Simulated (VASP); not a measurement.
# SnSe2: single point with PBEsol

The system is SnSe2.

```
Sn Se
1.0
     3.81100    0.00000    0.00000
    -1.90550    3.42419    0.00000
     0.00000    0.00000    6.13700
Sn Se
1 2
Direct
  0.00000 0.00000 0.00000
  0.33333 0.66667 0.25000
  0.66667 0.33333 0.75000
```

This cell differs from its parent crystal: strain +0.0375 x Voigt [0, 1, 0, 0, 0, 0].

```yaml
Program: VASP 6.6.1
Task: single point
Functional: PBEsol
Potentials_or_basis: VASP PAW PBE potentials, release 64 (Sn_d, Se)
Cutoff: 520 eV
k_mesh: 12 × 12 × 6
Occupations: gaussian, width 0.05 eV
Spin: no spin polarisation
```

```json
{
  "Pressure": "-0.2 GPa",
  "Largest force": "0.313 eV/Å",
  "Band gap on the k mesh": "0.44 eV, indirect (least direct gap 0.65 eV)"
}
```

Forces on the atoms (eV/Å):
```
Sn   0.000  0.000  0.000
Se   0.000 -0.025  0.312
Se   0.000  0.025 -0.312
```

Stress tensor (GPa, compression positive):
```
 0.23  0.00  0.00
 0.00 -2.36 -0.11
 0.00 -0.11  1.53
```

Levels at points of the mesh, in eV from the valence-band top:
```
           k point  band 10  band 11  band 12  band 13  band 14  band 15  band 16  band 17
(0.00, 0.00, 0.00)    -0.78    -0.68    -0.48    -0.03     0.62     2.55     4.20     4.50
(0.50, 0.00, 0.00)    -2.97    -2.76    -1.26    -0.50     0.80     3.38     5.07     5.21
(0.00, 0.50, 0.00)    -2.99    -2.55    -1.31    -0.28     1.14     3.74     5.31     5.38
(0.00, 0.00, 0.50)    -1.00    -0.88    -0.51    -0.32     2.03     2.48     3.92     4.22
(0.50, 0.00, 0.50)    -2.69    -1.98    -0.98    -0.91     0.63     3.93     4.67     5.76
(0.00, 0.50, 0.50)    -2.37    -2.02    -0.88    -0.67     0.74     4.12     4.69     5.71
```

Run time: 110 s on 1 thread of Intel(R) Xeon(R) 6975P-C (Granite Rapids) (shared host), peak memory 0.47 GiB.

Caveat: the cell differs from its parent crystal (strain +0.0375 x Voigt [0, 1, 0, 0, 0, 0]); the PAW data sets were made with another functional, which shifts forces and pressure a little; spin-orbit coupling is left out, which moves the levels of the heavy elements; this functional lacks dispersion, which binds the layers, so the pressure and a relaxed spacing across them are unreliable. A k mesh can miss the band edges.
